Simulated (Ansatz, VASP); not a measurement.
**Sc in VASP and in Ansatz**

```
CELL_PARAMETERS angstrom
1.66001 -2.87522 0.00000
1.66001 2.87522 0.00000
0.00000 0.00000 5.16630
ATOMIC_POSITIONS crystal
Sc 0.66667 0.33333 0.25000
Sc 0.33333 0.66667 0.75000
```

Alike in both runs: task single point; functional PBE; k mesh 13 × 13 × 7; occupations fermi-dirac, width 0.05 eV; no spin polarisation.

|  | VASP | Ansatz |
| --- | --- | --- |
| version | VASP 6.6.1 | Ansatz 0.2.0 |
| potentials or method | VASP PAW PBE potentials, release 64 (Sc_sv), cutoff 520 eV | all-electron LAPW, scalar-relativistic |

|  | VASP | Ansatz | Ansatz less VASP |
| --- | --- | --- | --- |
| pressure (GPa) | 0.0 | 0.0 | -0.02 |

Ansatz ran all-electron here, and VASP with PAW potentials.
